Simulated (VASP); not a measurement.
# MnSb (F-43m) in VASP: further runs, part 2 of 2

VASP 6.6.1. Earlier steps stand in the parts before.

**4. Single point, PBEsol, collinear spin, ferromagnetic start**

This run uses another cell than the first one, of 18.62 Å³/atom, 0.693 times its volume.

The input, INCAR:

```
PREC = Accurate
ENCUT = 500
EDIFF = 1E-6
ISMEAR = 0
SIGMA = 0.05
LREAL = F
LASPH = T
NELM = 200
ALGO = Normal
ISIF = 2
LWAVE = F
LCHARG = F
ISPIN = 2
MAGMOM = 3.5 0
LORBIT = 11
LMAXMIX = 4
GGA = PS
NBANDS = 20
GGA_COMPAT = F
```

The input, KPOINTS:

```
Automatic mesh
0
Gamma
  10 10 10
```

The input, POSCAR:

```
MnSb
1.0
    0.0000000000      2.6504923732      2.6504923732
    2.6504923732      0.0000000000      2.6504923732
    2.6504923732      2.6504923732      0.0000000000
Mn Sb
1 1
Direct
    0.0000000000      0.0000000000      0.0000000000
    0.2500000000      0.2500000000      0.2500000000
```

Potentials or basis: VASP PAW PBE potentials, release 64 (Mn_pv, Sb).

Command:

```console
$ cat potpaw_PBE.64/Mn_pv/POTCAR potpaw_PBE.64/Sb/POTCAR > POTCAR
$ mpirun -np 1 vasp_std > vasp.out
```

OUTCAR:

```text
PREC = Accurate
   ENCUT = 500
   EDIFF = 1E-6
   ISMEAR = 0
   LREAL = F
   LASPH = T
   NELM = 200
   ISIF = 2
   ISPIN = 2
   LORBIT = 11
   GGA = PS

 ion  position               nearest neighbor table
   1  0.000  0.000  0.000-   2 2.30   2 2.30   2 2.30   2 2.30
   2  0.250  0.250  0.250-   1 2.30   1 2.30   1 2.30   1 2.30

  LATTYP: Found a face centered cubic cell.
 ALAT       =     5.3009847464

  Lattice vectors:

[... 1318 lines left out ...]
  in kB      366.8527062    366.8527062    366.8527062      0.0000000      0.0000000      0.0000000
  external PRESSURE =     366.8527062 kB  Pullay stress =       0.0000000 kB

 VOLUME and BASIS-vectors are now :
 -----------------------------------------------------------------------------
  energy-cutoff  :      500.00
  volume of cell :       37.24
      direct lattice vectors                 reciprocal lattice vectors
     0.000000000  2.650492373  2.650492373    -0.188644195  0.188644195  0.188644195
     2.650492373  0.000000000  2.650492373     0.188644195 -0.188644195  0.188644195
     2.650492373  2.650492373  0.000000000     0.188644195  0.188644195 -0.188644195

 POSITION                                       TOTAL-FORCE (eV/Angst)
 -----------------------------------------------------------------------------------
      0.00000      0.00000      0.00000        -0.000000     -0.000000      0.000000
      1.32525      1.32525      1.32525         0.000000      0.000000      0.000000
 -----------------------------------------------------------------------------------
    total drift:                                0.000002      0.000002      0.000002

  FREE ENERGIE OF THE ION-ELECTRON SYSTEM (eV)
  ---------------------------------------------------
  free  energy   TOTEN  =       -11.5848353316 eV

  energy  without entropy=      -11.5832028865  energy(sigma->0) =      -11.58401911

 total charge

# of ion       s       p       d       tot
------------------------------------------
    1        0.407   6.313   5.424  12.144
    2        1.164   1.532   0.098   2.793
--------------------------------------------------
tot          1.571   7.845   5.522  14.937

 magnetization (x)

# of ion       s       p       d       tot
------------------------------------------
    1        0.047   0.014   2.124   2.184
    2       -0.013  -0.114   0.020  -0.106
--------------------------------------------------
tot          0.034  -0.100   2.144   2.078
```

OSZICAR:

```text
N       E                     dE             d eps       ncg     rms          rms(c)
DAV:   1     0.141358721369E+03    0.14136E+03   -0.90269E+03  3816   0.864E+02
DAV:   2    -0.660660019184E+01   -0.14797E+03   -0.14103E+03  3816   0.263E+02
DAV:   3    -0.122293962616E+02   -0.56228E+01   -0.55583E+01  4468   0.574E+01
DAV:   4    -0.122993250370E+02   -0.69929E-01   -0.69908E-01  4244   0.656E+00
DAV:   5    -0.123009045566E+02   -0.15795E-02   -0.15795E-02  4328   0.975E-01    0.129E+01
DAV:   6    -0.128909822357E+02   -0.59008E+00   -0.58730E+00  4144   0.344E+01    0.127E+01
DAV:   7    -0.116112154775E+02    0.12798E+01   -0.32946E+00  4152   0.241E+01    0.370E+00
DAV:   8    -0.115825512485E+02    0.28664E-01   -0.96013E-02  4144   0.280E+00    0.146E+00
DAV:   9    -0.115818385200E+02    0.71273E-03   -0.12400E-02  4224   0.102E+00    0.625E-01
DAV:  10    -0.115847455971E+02   -0.29071E-02   -0.10129E-03  4248   0.346E-01    0.137E-01
DAV:  11    -0.115848404639E+02   -0.94867E-04   -0.18069E-04  4252   0.121E-01    0.346E-02
DAV:  12    -0.115848344415E+02    0.60224E-05   -0.24257E-05  4052   0.351E-02    0.189E-02
DAV:  13    -0.115848353316E+02   -0.89009E-06   -0.31492E-06  4332   0.153E-02
   1 F= -.11584835E+02 E0= -.11584019E+02  d E =-.163245E-02  mag=     2.1404
```

stdout:

```text
POSCAR found type information on POSCAR MnSb
 POSCAR found :  2 types and       2 ions
 scaLAPACK will be used
 -----------------------------------------------------------------------------
|                                                                             |
|                                                                             |
|     You enforced a specific xc type in the INCAR file but a different       |
|     I HOPE YOU KNOW WHAT YOU ARE DOING!                                     |
|                                                                             |
 -----------------------------------------------------------------------------

 LDA part: xc-table for (Slater+PW92), standard interpolation
 POSCAR, INCAR and KPOINTS ok, starting setup
 FFT: planning ... GRIDC
 FFT: planning ... GRID_SOFT
 FFT: planning ... GRID
 WAVECAR not read
 entering main loop
```

It took 30 s on 1 thread of AMD EPYC 9R45 (Zen 5), shared host; peak memory 0.17 GiB.

Results:

```yaml
Free_energy: -11.5848 eV
Pressure: 36.7 GPa
Net_moment: 2.14 μB per cell
Site_moments: Mn +2.18; Sb -0.11 μB
Valence_electrons_inside_the_program's_atomic_spheres: Mn 12.14; Sb 2.79
```

Caveat: the PAW data sets were made with another functional, which shifts forces and pressure a little; spin-orbit coupling is left out, which moves the levels of the heavy elements; a cell with one magnetic atom can't hold antiferromagnetic order, which such compounds often take.

**5. Single point, PBEsol, collinear spin, ferromagnetic start**

This run uses another cell than the first one, of 20.85 Å³/atom, 0.776 times its volume.

The input, INCAR:

```
SYSTEM = MnSb
  ALGO = Normal
  EDIFF = 1E-6
  ENCUT = 500
  GGA = PS
  GGA_COMPAT = .False.
  ISIF = 2
  ISMEAR = 0
  ISPIN = 2
  LASPH = .True.
  LCHARG = .True.
  LELF = .True.
  LMAXMIX = 4
  LORBIT = 11
  LREAL = .False.
  LVHAR = .True.
  LWAVE = .False.
  MAGMOM = 2.24 0
  NBANDS = 20
  NELM = 200
  PREC = Accurate
  SIGMA = 0.05
```

The input, KPOINTS:

```
k-points
0
Gamma
  10 10 10
  0 0 0
```

The input, POSCAR:

```
MnSb
1.0
    0.0000000000      2.7525332030      2.7525332030
    2.7525332030      0.0000000000      2.7525332030
    2.7525332030      2.7525332030      0.0000000000
Mn Sb
1 1
Direct
    0.0000000000      0.0000000000      0.0000000000
    0.2500000000      0.2500000000      0.2500000000
```

Potentials or basis: VASP PAW PBE potentials, release 64 (Mn_pv, Sb).

Command:

```console
$ cat potpaw_PBE.64/Mn_pv/POTCAR potpaw_PBE.64/Sb/POTCAR > POTCAR
$ mpirun -np 1 vasp_std > vasp.out
```

OUTCAR:

```text
SYSTEM = MnSb
   EDIFF = 1E-6
   ENCUT = 500
   GGA = PS
   ISIF = 2
   ISMEAR = 0
   ISPIN = 2
   LASPH = .True.
   LORBIT = 11
   LREAL = .False.
   NELM = 200
   PREC = Accurate

 ion  position               nearest neighbor table
   1  0.000  0.000  0.000-   2 2.38   2 2.38   2 2.38   2 2.38
   2  0.250  0.250  0.250-   1 2.38   1 2.38   1 2.38   1 2.38

  LATTYP: Found a face centered cubic cell.
 ALAT       =     5.5050664060

  Lattice vectors:

 A1 = (   0.0000000000,   2.7525332030,   2.7525332030)
 A2 = (   2.7525332030,   0.0000000000,   2.7525332030)
 A3 = (   2.7525332030,   2.7525332030,   0.0000000000)

Analysis of symmetry for initial positions (statically):
=====================================================================
 Subroutine PRICEL returns:
 Original cell was already a primitive cell.

 Routine SETGRP: Setting up the symmetry group for a
 face centered cubic supercell.

 Subroutine GETGRP returns: Found 24 space group operations
 (whereof 24 operations were pure point group operations)
 out of a pool of 48 trial point group operations.

The static configuration has the point symmetry T_d .

Analysis of symmetry for dynamics (positions and initial velocities):
=====================================================================
 Subroutine PRICEL returns:
 Original cell was already a primitive cell.

 Routine SETGRP: Setting up the symmetry group for a
 face centered cubic supercell.

 Subroutine GETGRP returns: Found 24 space group operations
 (whereof 24 operations were pure point group operations)
 out of a pool of 48 trial point group operations.

The dynamic configuration has the point symmetry T_d .

Analysis of structural, dynamic, and magnetic symmetry:
=====================================================================
 Subroutine PRICEL returns:
 Original cell was already a primitive cell.

[... 149 lines left out ...]
  ext. energy  EPLUGINS =         0.00000000
  ---------------------------------------------------
  free energy    TOTEN  =       -12.36904477 eV

  energy without entropy =      -12.36666464  energy(sigma->0) =      -12.36785471

 E-fermi :   7.4713     XC(G=0): -10.7115

 val. band max:        7.4709196896   @ k =   0.2000   0.2000   0.0000
 cond. band min:       7.4910287811   @ k =  -0.2000   0.3000   0.1000
 fundamental gap:      0.0201090915
 Fermi energy:         7.4713259015

 spin component 1

 k-point     1 :       0.0000    0.0000    0.0000
  band No.  band energies     occupation
      1     -41.8101      1.00000
      2     -41.8101      1.00000
      3     -41.8101      1.00000
      4      -4.1665      1.00000
      5       3.9288      1.00000
      6       3.9288      1.00000
[... 541 lines left out ...]
     19      22.5809      0.00000
     20      23.5386      0.00000

 [... further k-points ...]

 spin component 2

 k-point     1 :       0.0000    0.0000    0.0000
  band No.  band energies     occupation
      1     -38.9026      1.00000
      2     -38.9026      1.00000
      3     -38.9026      1.00000
      4      -4.0409      1.00000
      5       5.3696      1.00000
      6       5.3696      1.00000
[... 541 lines left out ...]
     19      22.9513      0.00000
     20      23.8540      0.00000

 [... further k-points ...]

------------------------ aborting loop because EDIFF is reached ----------------------------------------

  FORCE on cell =-STRESS in cart. coord.  units (eV):
  Direction    XX          YY          ZZ          XY          YZ          ZX
  --------------------------------------------------------------------------------------
  -------------------------------------------------------------------------------------
  Total        5.4596723      5.4596723      5.4596723      0.0000000      0.0000000      0.0000000
  in kB      209.7246430    209.7246430    209.7246430      0.0000000      0.0000000      0.0000000
  external PRESSURE =     209.7246430 kB  Pullay stress =       0.0000000 kB

 VOLUME and BASIS-vectors are now :
 -----------------------------------------------------------------------------
  energy-cutoff  :      500.00
  volume of cell :       41.71
      direct lattice vectors                 reciprocal lattice vectors
     0.000000000  2.752533203  2.752533203    -0.181650851  0.181650851  0.181650851
     2.752533203  0.000000000  2.752533203     0.181650851 -0.181650851  0.181650851
     2.752533203  2.752533203  0.000000000     0.181650851  0.181650851 -0.181650851

 POSITION                                       TOTAL-FORCE (eV/Angst)
 -----------------------------------------------------------------------------------
      0.00000      0.00000      0.00000        -0.000000     -0.000000      0.000000
      1.37627      1.37627      1.37627         0.000000      0.000000     -0.000000
 -----------------------------------------------------------------------------------
    total drift:                               -0.000001     -0.000001     -0.000001

  FREE ENERGIE OF THE ION-ELECTRON SYSTEM (eV)
  ---------------------------------------------------
  free  energy   TOTEN  =       -12.3690447675 eV

  energy  without entropy=      -12.3666646435  energy(sigma->0) =      -12.36785471

 total charge

# of ion       s       p       d       tot
------------------------------------------
    1        0.384   6.288   5.236  11.908
    2        1.152   1.479   0.069   2.700
--------------------------------------------------
tot          1.537   7.767   5.304  14.608

 magnetization (x)

# of ion       s       p       d       tot
------------------------------------------
    1        0.052   0.029   2.776   2.858
    2       -0.011  -0.137   0.022  -0.127
--------------------------------------------------
tot          0.041  -0.108   2.798   2.731
```

OSZICAR:

```text
N       E                     dE             d eps       ncg     rms          rms(c)
DAV:   1     0.136847017057E+03    0.13685E+03   -0.89744E+03  3808   0.839E+02
DAV:   2    -0.802540021859E+01   -0.14487E+03   -0.13815E+03  3880   0.257E+02
DAV:   3    -0.132931147781E+02   -0.52677E+01   -0.52045E+01  4380   0.552E+01
DAV:   4    -0.133607749319E+02   -0.67660E-01   -0.67639E-01  4296   0.639E+00
DAV:   5    -0.133624396768E+02   -0.16647E-02   -0.16647E-02  4224   0.990E-01    0.118E+01
DAV:   6    -0.147056267132E+02   -0.13432E+01   -0.90346E+00  4152   0.402E+01    0.163E+01
DAV:   7    -0.123471596624E+02    0.23585E+01   -0.58157E+00  4160   0.289E+01    0.418E+00
DAV:   8    -0.123583464590E+02   -0.11187E-01   -0.13324E-01  4140   0.297E+00    0.194E+00
DAV:   9    -0.123681980569E+02   -0.98516E-02   -0.45474E-02  4136   0.196E+00    0.657E-01
DAV:  10    -0.123691922629E+02   -0.99421E-03   -0.65783E-03  4336   0.478E-01    0.354E-01
DAV:  11    -0.123690188778E+02    0.17339E-03   -0.15454E-04  4252   0.107E-01    0.172E-01
DAV:  12    -0.123690388378E+02   -0.19960E-04   -0.15523E-04  4080   0.128E-01    0.667E-02
DAV:  13    -0.123690446175E+02   -0.57796E-05   -0.31950E-05  4228   0.513E-02    0.193E-02
DAV:  14    -0.123690447675E+02   -0.15001E-06   -0.23238E-06  3652   0.129E-02
   1 F= -.12369045E+02 E0= -.12367855E+02  d E =-.238012E-02  mag=     2.8740
```

stdout:

```text
POSCAR found type information on POSCAR MnSb
 POSCAR found :  2 types and       2 ions
 scaLAPACK will be used
 -----------------------------------------------------------------------------
|                                                                             |
|                                                                             |
|     You enforced a specific xc type in the INCAR file but a different       |
|     I HOPE YOU KNOW WHAT YOU ARE DOING!                                     |
|                                                                             |
 -----------------------------------------------------------------------------

 LDA part: xc-table for (Slater+PW92), standard interpolation
 POSCAR, INCAR and KPOINTS ok, starting setup
 FFT: planning ... GRIDC
 FFT: planning ... GRID_SOFT
 FFT: planning ... GRID
 WAVECAR not read
 entering main loop
```

It took 32 s on 1 thread of AMD EPYC 9R45 (Zen 5), shared host; peak memory 0.18 GiB.

What came out:

```
Free energy                                           : -12.3690 eV
Pressure                                              : 21.0 GPa
Net moment                                            : 2.87 μB per cell
Site moments                                          : Mn +2.86; Sb -0.13 μB
Valence electrons inside the program's atomic spheres : Mn 11.91; Sb 2.70
```

Caveat: the PAW data sets were made with another functional, which shifts forces and pressure a little; spin-orbit coupling is left out, which moves the levels of the heavy elements; a cell with one magnetic atom can't hold antiferromagnetic order, which such compounds often take.

**6. The runs side by side**

```tsv
cell	cutoff (eV)	gap on the mesh (eV)	pressure (GPa)	moment (μB)
a = 4.235 Å, angles 60.0°, 2 atoms	520	none	1.7	3.86
a = 4.265 Å, angles 60.0°, 2 atoms	520	none	1.0	3.97
a = 3.748 Å, angles 60.0°, 2 atoms	500	none	36.7	2.14
a = 3.893 Å, angles 60.0°, 2 atoms	500	none	21.0	2.87
```

Alike in all rows: task single point; level PBEsol; potentials or basis VASP PAW PBE potentials, release 64 (Mn_pv, Sb); spin collinear, ferromagnetic start; k mesh 10 × 10 × 10; smearing gaussian 0.05 eV.

Caveats: the PAW data sets were made with another functional, which shifts forces and pressure a little; spin-orbit coupling is left out, which moves the levels of the heavy elements; a cell with one magnetic atom can't hold antiferromagnetic order, which such compounds often take.

Total energies depend on the potentials used, so only differences within one code and one set of settings carry meaning.
